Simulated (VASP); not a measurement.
# MoW2 (P6/mmm) in VASP: further runs

The runs below take MoW2 through single point, relaxation of cell and atoms, with PBE.

All numbers are computed with VASP 6.6.1; they aren't measurements. Logs are shortened: lines on timing, memory, paths and dates and some standing lists are left out, and cuts for length are marked.

### 1 The cell of the first run

It takes space group P6/mmm (No. 191, hexagonal). Conventional cell: a = 4.621 Å, b = 4.621 Å, c = 2.684 Å, α = 90.00°, β = 90.00°, γ = 120.00°. Mo (site symmetry 6/mmm) has 2 Mo at 2.68 Å and 12 W at 2.99 Å within 3.5 Å. W (site symmetry -6m2) has 5 W at 2.67 to 2.68 Å and 6 Mo at 2.99 Å within 3.5 Å.

### 2 Single point, PBE

Contents of INCAR:

```
  PREC = Accurate
  ENCUT = 520
  EDIFF = 1E-6
  ISMEAR = 0
  SIGMA = 0.1
  LREAL = F
  LASPH = T
  NELM = 80
  ALGO = Normal
  ISIF = 2
  LWAVE = F
  LCHARG = F
  GGA = PE
  NBANDS = 28
```

Contents of KPOINTS:

```
regular mesh
0
Gamma
  6 6 4
```

Contents of POSCAR:

```
MoW2
1.0
    4.6205946987      0.0000000000      0.0000000000
   -2.3102973493      4.0015523896      0.0000000000
    0.0000000000      0.0000000000      2.6844865791
Mo W
1 2
Direct
    0.0000000000      0.0000000000      0.0000000000
    0.3333333333      0.6666666667      0.5000000000
    0.6666666667      0.3333333333      0.5000000000
```

Potentials or basis: VASP PAW PBE potentials, release 64 (Mo_sv, W_sv).

Started as:

```bash
$ cat potpaw_PBE.64/Mo_sv/POTCAR potpaw_PBE.64/W_sv/POTCAR > POTCAR
$ mpirun -np 1 vasp_std > vasp.out
```

OUTCAR:

```text
PREC = Accurate
   ENCUT = 520
   EDIFF = 1E-6
   ISMEAR = 0
   LREAL = F
   LASPH = T
   NELM = 80
   ISIF = 2
   GGA = PE

 ion  position               nearest neighbor table
   1  0.000  0.000  0.000-   2 2.99   3 2.99   2 2.99   3 2.99   2 2.99   2 2.99   3 2.99   3 2.99
                             3 2.99   3 2.99   2 2.99   2 2.99
   2  0.333  0.667  0.500-   3 2.67   3 2.67   3 2.67   1 2.99   1 2.99   1 2.99   1 2.99   1 2.99
                             1 2.99
   3  0.667  0.333  0.500-   2 2.67   2 2.67   2 2.67   1 2.99   1 2.99   1 2.99   1 2.99   1 2.99
                             1 2.99

  LATTYP: Found a hexagonal cell.
 ALAT       =     4.6205946987
 C/A-ratio  =     0.5809829154

  Lattice vectors:

 A1 = (   4.6205946987,   0.0000000000,   0.0000000000)
 A2 = (  -2.3102973493,   4.0015523896,   0.0000000000)
 A3 = (   0.0000000000,   0.0000000000,   2.6844865791)

Analysis of symmetry for initial positions (statically):
=====================================================================
 Subroutine PRICEL returns:
 Original cell was already a primitive cell.

 Routine SETGRP: Setting up the symmetry group for a
 hexagonal supercell.

 Subroutine GETGRP returns: Found 24 space group operations
 (whereof 24 operations were pure point group operations)
 out of a pool of 24 trial point group operations.

The static configuration has the point symmetry D_6h.

Analysis of symmetry for dynamics (positions and initial velocities):
=====================================================================
 Subroutine PRICEL returns:
 Original cell was already a primitive cell.

 Routine SETGRP: Setting up the symmetry group for a
 hexagonal supercell.

 Subroutine GETGRP returns: Found 24 space group operations
 (whereof 24 operations were pure point group operations)
 out of a pool of 24 trial point group operations.

The dynamic configuration has the point symmetry D_6h.

 Subroutine INISYM returns: Found 24 space group operations
 (whereof 24 operations are pure point group operations),
 and found     1 'primitive' translations

----------------------------------------------------------------------------------------

                                     Primitive cell

  volume of cell :      49.6350

  direct lattice vectors                    reciprocal lattice vectors
     4.620594699  0.000000000  0.000000000     0.216422358  0.124951507  0.000000000
    -2.310297349  4.001552390  0.000000000     0.000000000  0.249903013  0.000000000
     0.000000000  0.000000000  2.684486579     0.000000000  0.000000000  0.372510709

  length of vectors
     4.620594699  4.620594699  2.684486579     0.249903013  0.249903013  0.372510709

  position of ions in fractional coordinates (direct lattice)
     0.000000000  0.000000000  0.000000000
     0.333333333  0.666666667  0.500000000
     0.666666667  0.333333333  0.500000000

  ion indices of the primitive-cell ions
   primitive index   ion index
                 1           1
                 2           2
                 3           3

----------------------------------------------------------------------------------------

 KPOINTS: regular mesh

Automatic generation of k-mesh.
 Grid dimensions read from file:
 generate k-points for:    6    6    4

 Generating k-lattice:

  Cartesian coordinates                     Fractional coordinates (reciprocal lattice)
     0.036070393  0.020825251  0.000000000     0.166666667  0.000000000  0.000000000
     0.000000000  0.041650502  0.000000000     0.000000000  0.166666667  0.000000000
     0.000000000  0.000000000  0.093127677     0.000000000  0.000000000  0.250000000

  Length of vectors
     0.041650502  0.041650502  0.093127677

  Shift w.r.t. Gamma in fractional coordinates (k-lattice)
     0.000000000  0.000000000  0.000000000

 Subroutine IBZKPT returns following result:
 ===========================================

 Found     21 irreducible k-points:

 Following reciprocal coordinates:
            Coordinates               Weight
  0.000000  0.000000  0.000000      1.000000
  0.166667  0.000000  0.000000      6.000000
  0.333333  0.000000  0.000000      6.000000
  0.500000  0.000000  0.000000      3.000000
  0.166667  0.166667  0.000000      6.000000
  0.333333  0.166667  0.000000     12.000000
[... 13 lines left out ...]
  0.333333  0.166667  0.500000     12.000000
  0.333333  0.333333  0.500000      2.000000
   k-points           NKPTS =     21   k-points in BZ     NKDIM =     21   number of bands    NBANDS=     28
   number of dos      NEDOS =    301   number of ions     NIONS =      3
   total plane-waves  NPLWV =  25920
   dimension x,y,z NGX =    36 NGY =   36 NGZ =   20
   dimension x,y,z NGXF=    72 NGYF=   72 NGZF=   40
   ions per type =               1   2
   NGX,Y,Z   is equivalent  to a cutoff of  12.95, 12.95, 12.39 a.u.
   NGXF,Y,Z  is equivalent  to a cutoff of  25.91, 25.91, 24.77 a.u.
 SYSTEM =  unknown system
   PREC   = accura    normal or accurate (medium, high low for compatibility)
   ISTART =      0    job   : 0-new  1-cont  2-samecut
   ICHARG =      2    charge: 1-file 2-atom 10-const
   ISPIN  =      1    spin polarized calculation?
   LNONCOLLINEAR =      F non collinear calculations
   LSORBIT =      F    spin-orbit coupling
   LASPH  =      T    aspherical Exc in radial PAW
   ENCUT  =  520.0 eV  38.22 Ry    6.18 a.u.   8.59  8.59  4.99*2*pi/ulx,y,z
   NELM   =     80;   NELMIN=  2; NELMDL= -5     # of ELM steps
   EDIFF  = 0.1E-05   stopping-criterion for ELM
   LREAL  =      F    real-space projection
   EDIFFG = 0.1E-04   stopping-criterion for IOM
   NSW    =      0    number of steps for IOM
   IBRION =     -1    ionic relax: 0-MD 1-quasi-New 2-CG
   NFREE  =      0    steps in history (QN), initial steepest desc. (CG)
   ISIF   =      2    stress and relaxation
   ISYM   =      2    0-nonsym 1-usesym 2-fastsym
   POTIM  = 0.5000    time-step for ionic-motion
   TEBEG  =    0.0;   TEEND  =   0.0 temperature during run
   PSTRESS=    0.0 pullay stress
   NELECT =      42.0000    total number of electrons
   NUPDOWN=      -1.0000    fix difference up-down
   EMIN   =  10.00;   EMAX   =-10.00  energy-range for DOS
   EFERMI =   0.00;   METHOD = LEGACY
   ISMEAR =     0;   SIGMA  =   0.10  broadening in eV -4-tet -1-fermi 0-gaus
   EFERMI_NEDOS =   21; number of points for ismear=-14 and -15
   IALGO  =     38    algorithm
   IMIX   =      4    mixing-type and parameters
     AMIX     =   0.40;   BMIX     =  1.00
     AMIX_MAG =   1.60;   BMIX_MAG =  1.00
  volume/ion in A,a.u.               =      16.54       111.65
  Fermi-wavevector in a.u.,A,eV,Ry     =   1.548444  2.926134 32.622383  2.397678
  Thomas-Fermi vector in A             =   2.653393
   LORBIT       =      0    0 simple, 1 ext, 2 COOP (PROOUT), +10 PAW based schemes
   GGA     = PE    functional components
   LHFCALC =     F    Hartree Fock is set to
   AEXX    =    0.0000 exact exchange contribution
   IVDW    =     0    specifies the selected vdW correction
   LEPSILON=     F    determine dielectric tensor
   LRPA    =     F    only Hartree local field effects (RPA)
 non-spin polarized calculation
 Gauss-broadening in eV      SIGMA  =   0.10
  energy-cutoff  :      520.00
  volume of cell :       49.63
 maximum number of plane-waves:      1366
 NGX is ok and might be reduce to    36
   NGX = 17   NGY = 17   NGZ =  9

 number of electron      42.0000004 magnetization

 Free energy of the ion-electron system (eV)
  ---------------------------------------------------
  ext. energy  EPLUGINS =         0.00000000
  ---------------------------------------------------
  free energy    TOTEN  =       -34.83012893 eV

  energy without entropy =      -34.79785447  energy(sigma->0) =      -34.81399170

 E-fermi :  10.8024     XC(G=0): -13.2619

 val. band max:       10.7908069508   @ k =   0.3333   0.0000   0.5000
 cond. band min:      10.8042747160   @ k =   0.0000   0.0000   0.2500
 fundamental gap:      0.0134677652
 Fermi energy:        10.8023901215

 k-point     1 :       0.0000    0.0000    0.0000
  band No.  band energies     occupation
      1     -62.9412      2.00000
      2     -62.8176      2.00000
      3     -49.8989      2.00000
      4     -27.4967      2.00000
      5     -27.4967      2.00000
      6     -26.7753      2.00000
[... 20 lines left out ...]
     27      15.7529      0.00000
     28      15.7529      0.00000

 k-point     2 :       0.1667    0.0000    0.0000
  band No.  band energies     occupation
      1     -62.9339      2.00000
      2     -62.8250      2.00000
      3     -49.8990      2.00000
      4     -27.5206      2.00000
      5     -27.4677      2.00000
      6     -26.7983      2.00000
[... 20 lines left out ...]
     27      15.1425      0.00000
     28      15.6654      0.00000

 k-point     3 :       0.3333    0.0000    0.0000
  band No.  band energies     occupation
      1     -62.9152      2.00000
      2     -62.8439      2.00000
      3     -49.8993      2.00000
      4     -27.5642      2.00000
      5     -27.3832      2.00000
      6     -26.8763      2.00000
[... 20 lines left out ...]
     27      14.4538      0.00000
     28      15.4065      0.00000

 k-point     4 :       0.5000    0.0000    0.0000
  band No.  band energies     occupation
      1     -62.9002      2.00000
      2     -62.8590      2.00000
      3     -49.8995      2.00000
      4     -27.5843      2.00000
      5     -27.3155      2.00000
      6     -26.9436      2.00000
[... 485 lines left out ...]
     27      15.7681      0.00000
     28      16.8675      0.00000

 k-point    20 :       0.3333    0.1667    0.5000
  band No.  band energies     occupation
      1     -62.8238      2.00000
      2     -62.7836      2.00000
      3     -49.7639      2.00000
      4     -27.7061      2.00000
      5     -27.6242      2.00000
      6     -27.4443      2.00000
[... 20 lines left out ...]
     27      16.0159      0.00000
     28      16.5103      0.00000

 k-point    21 :       0.3333    0.3333    0.5000
  band No.  band energies     occupation
      1     -62.8037      2.00000
      2     -62.8037      2.00000
      3     -49.7639      2.00000
      4     -27.6662      2.00000
      5     -27.6662      2.00000
      6     -27.4696      2.00000
[... 20 lines left out ...]
     27      16.3341      0.00000
     28      16.3341      0.00000

------------------------ aborting loop because EDIFF is reached ----------------------------------------

  FORCE on cell =-STRESS in cart. coord.  units (eV):
  Direction    XX          YY          ZZ          XY          YZ          ZX
  --------------------------------------------------------------------------------------
  -------------------------------------------------------------------------------------
  Total        0.1585474      0.1585474      0.1227313      0.0000000      0.0000000      0.0000000
  in kB        5.1177859      5.1177859      3.9616695      0.0000000      0.0000000      0.0000000
  external PRESSURE =       4.7324138 kB  Pullay stress =       0.0000000 kB

 VOLUME and BASIS-vectors are now :
 -----------------------------------------------------------------------------
  energy-cutoff  :      520.00
  volume of cell :       49.63
      direct lattice vectors                 reciprocal lattice vectors
     4.620594699  0.000000000  0.000000000     0.216422358  0.124951507  0.000000000
    -2.310297349  4.001552390  0.000000000     0.000000000  0.249903013  0.000000000
     0.000000000  0.000000000  2.684486579     0.000000000  0.000000000  0.372510709

 POSITION                                       TOTAL-FORCE (eV/Angst)
 -----------------------------------------------------------------------------------
      0.00000      0.00000      0.00000         0.000000      0.000000     -0.000000
     -0.00000      2.66770      1.34224        -0.000000      0.000000      0.000000
      2.31030      1.33385      1.34224         0.000000      0.000000     -0.000000
 -----------------------------------------------------------------------------------
    total drift:                                0.000000      0.000000     -0.000000

  FREE ENERGIE OF THE ION-ELECTRON SYSTEM (eV)
  ---------------------------------------------------
  free  energy   TOTEN  =       -34.8301289275 eV

  energy  without entropy=      -34.7978544727  energy(sigma->0) =      -34.81399170
```

It took 9.9 s on 1 thread of Intel Xeon 6975P-C (Granite Rapids), shared host; peak memory 0.18 GiB.

Results:

```yaml
Free_energy: -34.8301 eV
Pressure: 0.5 GPa
Band_gap_on_the_k_mesh: zero (bands 21 and 22 overlap by 0.78 eV)
```

Caveat: the k points lie up to 0.59 Å⁻¹ apart, too coarse for converged energies and pressures of a metal; spin-orbit coupling is left out, which moves the levels of the heavy elements.

### 3 Single point, PBE

This run uses another cell than the first one, of 14.61 Å³/atom.

Contents of INCAR:

```
  ALGO = Normal
  EDIFF = 1E-7
  ENCUT = 520
  GGA = PE
  ISIF = 2
  ISMEAR = 0
  LASPH = True
  LCHARG = False
  LREAL = False
  LWAVE = False
  NBANDS = 28
  NELM = 100
  PREC = Accurate
  SIGMA = 0.1
```

Contents of KPOINTS:

```
k-points
0
Gamma
  6 6 6
```

Contents of POSCAR:

```
MoW2
1.0
    3.6058499532      0.0000000000      0.0000000000
   -1.8029249766      3.1227576618      0.0000000000
    0.0000000000      0.0000000000      3.8933595841
Mo W
1 2
Direct
    0.0000000000      0.0000000000      0.0000000000
    0.3333333333      0.6666666667      0.5000000000
    0.6666666667      0.3333333333      0.5000000000
```

Potentials or basis: VASP PAW PBE potentials, release 64 (Mo_sv, W_sv).

Started as:

```bash
$ cat potpaw_PBE.64/Mo_sv/POTCAR potpaw_PBE.64/W_sv/POTCAR > POTCAR
$ mpirun -np 1 vasp_std > vasp.out
```

Run time: 14 s. Hardware: 1 thread of Intel Xeon 6975P-C (Granite Rapids), shared host; peak memory 0.17 GiB.

The run converged. Its results:

```
Free energy            : -26.5324 eV
Pressure               : 111.3 GPa
Band gap on the k mesh : zero (bands 21 and 22 overlap by 2.78 eV)
```

Stress tensor (GPa, compression positive):
```
153.98   0.00   0.00
  0.00 153.98   0.00
  0.00   0.00  26.09
```

Levels at points of the mesh, in eV from the Fermi level:
| k point | band 17 | band 18 | band 19 | band 20 | band 21 | band 22 | band 23 | band 24 | band 25 | band 26 |
| --- | --- | --- | --- | --- | --- | --- | --- | --- | --- | --- |
| (0.00, 0.00, 0.00) | -2.07 | -2.07 | -1.43 | -1.43 | -1.37 | -1.37 | 1.05 | 1.53 | 1.53 | 1.97 |
| (0.50, 0.00, 0.00) | -4.15 | -3.42 | -2.65 | -1.77 | -1.24 | 0.48 | 2.33 | 2.37 | 4.28 | 4.45 |
| (0.00, 0.00, 0.50) | -3.43 | -3.43 | -2.09 | -0.10 | 1.41 | 1.41 | 1.93 | 1.93 | 2.32 | 2.32 |
| (0.50, 0.00, 0.50) | -4.46 | -1.85 | -1.44 | -1.23 | -0.17 | 0.20 | 0.87 | 0.95 | 1.67 | 4.72 |

Caveat: atoms lie so close that the PAW spheres overlap strongly, which falsifies energies and pressures; the cell stands under pressure; spin-orbit coupling is left out, which moves the levels of the heavy elements.

### 4 Single point, PBE

This run uses another cell than the first one, of 16.45 Å³/atom.

Contents of INCAR:

```
SYSTEM = MoW2
PREC = Accurate ; ENCUT = 520
EDIFF = 1E-7 ; ISMEAR = 0
SIGMA = 0.1 ; LREAL = .False.
LASPH = .True. ; NELM = 100
ALGO = Normal ; ISIF = 2
LWAVE = .False. ; LCHARG = .True.
GGA = PE ; LELF = .True.
LVHAR = .True. ; NBANDS = 28
```

Contents of KPOINTS:

```
Automatic mesh
0
Gamma
  6 6 6
  0 0 0
```

Contents of POSCAR:

```
MoW2
1.0
    4.7012719838      0.0000000000      0.0000000000
   -2.3506359919      4.0714209681      0.0000000000
    0.0000000000      0.0000000000      2.5781277952
Mo W
1 2
Direct
    0.0000000000      0.0000000000      0.0000000000
    0.3333333333      0.6666666667      0.5000000000
    0.6666666667      0.3333333333      0.5000000000
```

Started as:

```bash
$ cat potpaw_PBE.64/Mo_sv/POTCAR potpaw_PBE.64/W_sv/POTCAR > POTCAR
$ mpirun -np 1 vasp_std > vasp.out
```

It took 14 s on 1 thread of Intel Xeon 6975P-C (Granite Rapids), shared host; peak memory 0.18 GiB.

The run converged. Its results:

```yaml
Free_energy: -35.3625 eV
Pressure: 0.6 GPa
Band_gap_on_the_k_mesh: zero (bands 21 and 22 overlap by 0.93 eV)
```

Stress tensor (GPa, compression positive):
```
0.42 0.00 0.00
0.00 0.42 0.00
0.00 0.00 0.91
```

Levels at points of the mesh, in eV from the Fermi level:
| k point | band 17 | band 18 | band 19 | band 20 | band 21 | band 22 | band 23 | band 24 | band 25 | band 26 |
| --- | --- | --- | --- | --- | --- | --- | --- | --- | --- | --- |
| (0.00, 0.00, 0.00) | -2.49 | -2.41 | -2.28 | -2.28 | -0.42 | -0.42 | 1.76 | 1.76 | 2.41 | 2.41 |
| (0.50, 0.00, 0.00) | -3.17 | -2.71 | -2.25 | -2.24 | 0.51 | 1.00 | 1.88 | 1.94 | 2.67 | 3.07 |
| (0.00, 0.00, 0.50) | -3.92 | -1.92 | -1.09 | -1.09 | 0.28 | 0.28 | 2.40 | 2.40 | 3.53 | 3.53 |
| (0.50, 0.00, 0.50) | -2.34 | -2.15 | -1.82 | -0.40 | -0.19 | 0.50 | 1.09 | 2.62 | 2.62 | 3.65 |

Caveat: the k points lie up to 0.41 Å⁻¹ apart, too coarse for converged energies and pressures of a metal; spin-orbit coupling is left out, which moves the levels of the heavy elements.

### 5 Relaxation of cell and atoms, PBE

This run uses another cell than the first one, of 14.61 Å³/atom.

Contents of INCAR:

```
PREC = Accurate
ENCUT = 600
EDIFF = 1E-7
ISMEAR = 0
SIGMA = 0.1
LREAL = False
LASPH = True
NELM = 100
ALGO = Normal
ISIF = 3
LWAVE = False
LCHARG = False
GGA = PE
IBRION = 2
NSW = 90
EDIFFG = -0.04
```

Contents of KPOINTS:

```
Automatic mesh
0
Gamma
  6 6 4
```

Contents of POSCAR:

```
MoW2
1.0
    3.6058499532      0.0000000000      0.0000000000
   -1.8029249766      3.1227576618      0.0000000000
    0.0000000000      0.0000000000      3.8933595841
Mo W
1 2
Direct
    0.0000000000      0.0000000000      0.0000000000
    0.3333333333      0.6666666667      0.5000000000
    0.6666666667      0.3333333333      0.5000000000
```

Started as:

```bash
$ cat potpaw_PBE.64/Mo_sv/POTCAR potpaw_PBE.64/W_sv/POTCAR > POTCAR
$ mpirun -np 1 vasp_std > vasp.out
```

It took 4.8 min on 1 thread of Intel Xeon 6975P-C (Granite Rapids), shared host; peak memory 0.19 GiB.

Results (log left out):

| Quantity | Value |
| --- | --- |
| Free energy | -34.8129 eV |
| Relaxed volume | 16.56 Å³/atom |
| Relaxed cell | a = 4.622 Å, b = 4.622 Å, c = 2.685 Å, α = 90.00°, β = 90.00°, γ = 120.00° |
| Space group after relaxing (to 0.1 Å) | P6/mmm (No. 191) |
| Pressure after relaxing | 0.1 GPa |
| Band gap on the k mesh | zero (bands 21 and 22 overlap by 0.78 eV) |

Stress tensor (GPa, compression positive):
```
0.01 0.00 0.00
0.00 0.01 0.00
0.00 0.00 0.31
```

Final structure:
```
Mo W
1.0
     4.62181    0.00000    0.00000
    -2.31090    4.00260    0.00000
     0.00000    0.00000    2.68500
Mo W
1 2
Direct
  0.00000 0.00000 0.00000
  0.33333 0.66667 0.50000
  0.66667 0.33333 0.50000
```

Levels at points of the mesh, in eV from the Fermi level:
```tsv
k point	band 18	band 19	band 20	band 21	band 22	band 23	band 24	band 25
(0.00, 0.00, 0.00)	-2.00	-2.00	-1.58	-0.08	-0.08	1.43	1.43	1.81
(0.50, 0.00, 0.00)	-2.53	-1.83	-1.51	0.41	0.92	1.63	2.08	3.57
(0.00, 0.00, 0.50)	-2.13	-0.55	-0.55	0.28	0.28	2.81	2.81	3.96
(0.50, 0.00, 0.50)	-2.05	-1.49	-0.32	-0.06	0.44	1.39	2.80	3.19
```

Caveat: the k points lie up to 0.59 Å⁻¹ apart in the final cell, too coarse for converged energies and pressures of a metal; a cell axis changed by over 15 % at a fixed basis, so the end point is rough; spin-orbit coupling is left out, which moves the levels of the heavy elements.

(Continued in part 2 of 2.)
